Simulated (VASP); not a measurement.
Crystal: Au.

```xyz
1
Lattice="0.0000 2.1162 2.1162 2.1162 0.0000 2.1162 2.1162 2.1162 0.0000" Properties=species:S:1:pos:R:3 pbc="T T T"
Au    0.0000    0.0000    0.0000
```

Base run:

- Program: VASP 6.6.1
- Functional: PBEsol
- Potentials or basis: VASP PAW PBE potentials, release 64 (Au)
- Cutoff: 520 eV
- k mesh: 12 × 12 × 12
- Occupations: fermi-dirac, width 0.06 eV
- Spin: no spin polarisation

Its results: pressure -13.7 GPa.

Task: The run is repeated on the same cell with these changes: functional from PBEsol to PBE; further incar settings from ALGO = Normal; EDIFF = 1e-06; NBANDS = 12 to ALGO = Normal; EDIFF = 1e-07; NBANDS = 12. What comes out?

Result: Pressure -6.3 GPa.

Caveats: the PAW data sets were made with another functional, which shifts forces and pressure a little (some runs).
